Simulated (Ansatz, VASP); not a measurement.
# One calculation of CoSi, two programs

```
Co Si
1.0
     2.78133    0.00000    0.00000
     0.00000    2.78133    0.00000
     0.00000    0.00000    2.78133
Co Si
1 1
Direct
  0.00000 0.00000 0.00000
  0.50000 0.50000 0.50000
```

Alike in both runs: task single point; functional PBE; k mesh 14 × 14 × 14; occupations fermi-dirac, width 0.03 eV; collinear spin.

```csv
,VASP,Ansatz
version,VASP 6.6.1,Ansatz 0.2.0
potentials or method,"VASP PAW PBE potentials, release 64 (Co, Si), cutoff 520 eV","all-electron LAPW, scalar-relativistic"
```

|  | VASP | Ansatz | Ansatz less VASP |
| --- | --- | --- | --- |
| pressure (GPa) | 0.7 | 0.9 | +0.18 |
| net moment per atom (μB) | 0.30 | 0.32 | +0.019 |
| size of the moment on the site where the two differ most (μB) | 0.59 | 0.64 | +0.044 |

Site moments also hang on the region over which each program counts them. Ansatz ran all-electron here, and VASP with PAW potentials.
